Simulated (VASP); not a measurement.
Input of a VASP 6.6.1 run:

Contents of INCAR:

```
ALGO     = Normal         # electronic algorithm
EDIFF    = 1E-7           # SCF threshold, eV
EDIFFG   = -0.04          # ionic threshold
ENCUT    = 600            # plane-wave cutoff, eV
GGA      = PE             # functional
IBRION   = 2              # ionic algorithm
ISIF     = 3              # what is computed and relaxed
ISMEAR   = 0              # smearing method
LASPH    = True           # aspherical terms in the spheres
LCHARG   = False          # write CHGCAR
LREAL    = False          # projectors in reciprocal space
LWAVE    = False          # write WAVECAR
NELM     = 100            # most SCF steps
NSW      = 90             # ionic steps
PREC     = Accurate       # precision mode
SIGMA    = 0.1            # smearing width, eV
```

File KPOINTS:

```
k-points
0
Gamma
  4 4 4
```

The input POSCAR:

```
Sn2S
1.0
    0.0000000000      3.2858960473      3.2858960473
    3.2858960473      0.0000000000      3.2858960473
    3.2858960473      3.2858960473      0.0000000000
Sn S
2 1
Direct
    0.2500000000      0.2500000000      0.2500000000
    0.7500000000      0.7500000000      0.7500000000
    0.0000000000      0.0000000000      0.0000000000
```

Potentials or basis: VASP PAW PBE potentials, release 64 (Sn_d, S).

Run with:

```sh
$ cat potpaw_PBE.64/Sn_d/POTCAR potpaw_PBE.64/S/POTCAR > POTCAR
$ mpirun -np 1 vasp_std > vasp.out
```

(1) Predict the band gap on the k mesh.

(2) What does it give for the relaxed volume?

(3) Estimate the relaxed cell.

Results:

(1) zero (bands 17 and 18 overlap by 1.30 eV).

(2) 28.07 Å³/atom.

(3) a = 4.920 Å, b = 4.920 Å, c = 4.920 Å, α = 60.00°, β = 60.00°, γ = 60.00°.

Caveat: the k points lie up to 0.39 Å⁻¹ apart in the final cell, too coarse for converged energies and pressures of a metal; the volume moved by over 15 % at a fixed basis, so the end points are rough; spin-orbit coupling is left out, which moves the levels of the heavy elements.
